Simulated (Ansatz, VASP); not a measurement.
One calculation of MgTl, two programs

```
CELL_PARAMETERS angstrom
3.70629 0.00000 0.00000
0.00000 3.70629 0.00000
0.00000 0.00000 3.70629
ATOMIC_POSITIONS crystal
Mg 0.00000 0.00000 0.00000
Tl 0.50000 0.50000 0.50000
```

Change from the starting cell: volume scaled by 1.06.

Alike in both runs: task single point; functional LDA; k mesh 9 × 9 × 9; occupations fermi-dirac, width 0.05 eV; no spin polarisation.

|  | VASP | Ansatz |
| --- | --- | --- |
| version | VASP 6.6.1 | Ansatz 0.2.0 |
| potentials or method | VASP PAW LDA potentials, release 64 (Mg, Tl_d), cutoff 520 eV | all-electron LAPW, scalar-relativistic |

VASP gave:

```
pressure (GPa) : -4.4
```

Question: What did Ansatz give for the same quantities?

Answer: Pressure (GPa): -4.1.

LDA's correlation is that of Perdew and Zunger in VASP and of Perdew and Wang (1992) in Ansatz. Ansatz ran all-electron here, and VASP with PAW potentials.

Spin-orbit coupling is off throughout.
